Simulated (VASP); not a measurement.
## Pt2Se3: single point with PBE

The system is Pt2Se3.

```
Pt Se
1.0
     3.76264    0.00000    0.00000
    -1.88132    3.25854    0.00000
     0.00000    0.00000    8.84213
Pt Se
2 3
Cartesian
  0.0000 2.1724 1.6735
  1.8813 1.0862 7.1686
  0.0000 0.0000 0.0000
  0.0000 2.1724 5.9771
  1.8813 1.0862 2.8650
```

```yaml
Program: VASP 6.6.1
Task: single point
Functional: PBE
Potentials_or_basis: VASP PAW PBE potentials, release 64 (Pt, Se)
Cutoff: 520 eV
k_mesh: 12 × 12 × 4
Occupations: gaussian, width 0.1 eV
Spin: no spin polarisation
```

```json
{
 "Pressure": "0.0 GPa",
 "Largest force": "0.011 eV/Å",
 "Band gap on the k mesh": "zero (bands 19 and 20 overlap by 1.54 eV)"
}
```

Forces on the atoms (eV/Å):
```
Pt   0.000  0.000 -0.011
Pt   0.000  0.000  0.011
Se   0.000  0.000  0.000
Se   0.000  0.000 -0.007
Se   0.000  0.000  0.007
```

Levels at points of the mesh, in eV from the Fermi level:
```tsv
k point	band 17	band 18	band 19	band 20	band 21	band 22
(0.00, 0.00, 0.00)	-0.93	0.04	1.06	1.06	2.43	2.43
(0.50, 0.00, 0.00)	-2.19	-1.55	-0.76	0.02	1.87	1.89
(0.00, 0.00, 0.50)	-1.01	-1.01	1.25	1.25	2.32	2.32
(0.50, 0.00, 0.50)	-2.10	-2.02	-0.95	-0.21	2.24	2.33
```

It took 77 s on 1 thread of Intel(R) Xeon(R) 6975P-C (Granite Rapids), on a shared host, peak memory 0.34 GiB.

Caveat: spin-orbit coupling is left out, which moves the levels of the heavy elements; this functional lacks dispersion, which binds the layers, so the pressure and a relaxed spacing across them are unreliable.
